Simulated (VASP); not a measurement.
Here is a VASP 6.6.1 calculation.

Contents of INCAR:

```
ALGO = Normal ; EDIFF = 1E-6
ENCUT = 520 ; GGA = PS
ISIF = 2 ; ISMEAR = -1
ISPIN = 2 ; LASPH = True
LCHARG = True ; LELF = True
LMAXMIX = 4 ; LORBIT = 11
LREAL = False ; LVHAR = True
LWAVE = False ; MAGMOM = 1 -1
NBANDS = 21 ; NELM = 150
PREC = Accurate ; SIGMA = 0.1
```

KPOINTS

```
k-points
0
Gamma
  16 16 8
```

File POSCAR:

```
Ni
1.0
    2.4881586094      0.0000000000      0.0000000000
   -1.2440793047      2.1548110963      0.0000000000
    0.0000000000      0.0000000000      4.1395892460
Ni
2
Direct
    0.3333333333      0.6666666667      0.2500000000
    0.6666666667      0.3333333333      0.7500000000
```

Potentials or basis: VASP PAW PBE potentials, release 64 (Ni).

The run is started by

```sh
$ cat potpaw_PBE.64/Ni/POTCAR > POTCAR
$ mpirun -np 1 vasp_std > vasp.out
```

**Question.** Estimate the net moment.

**Answer.** 0.00 μB per cell.

**Question.** Predict the pressure.

**Answer.** -12.7 GPa.

Stress tensor (GPa, compression positive):
```
-11.86   0.00   0.00
  0.00 -11.86   0.00
  0.00   0.00 -14.32
```

Caveat: the PAW data sets were made with another functional, which shifts forces and pressure a little.
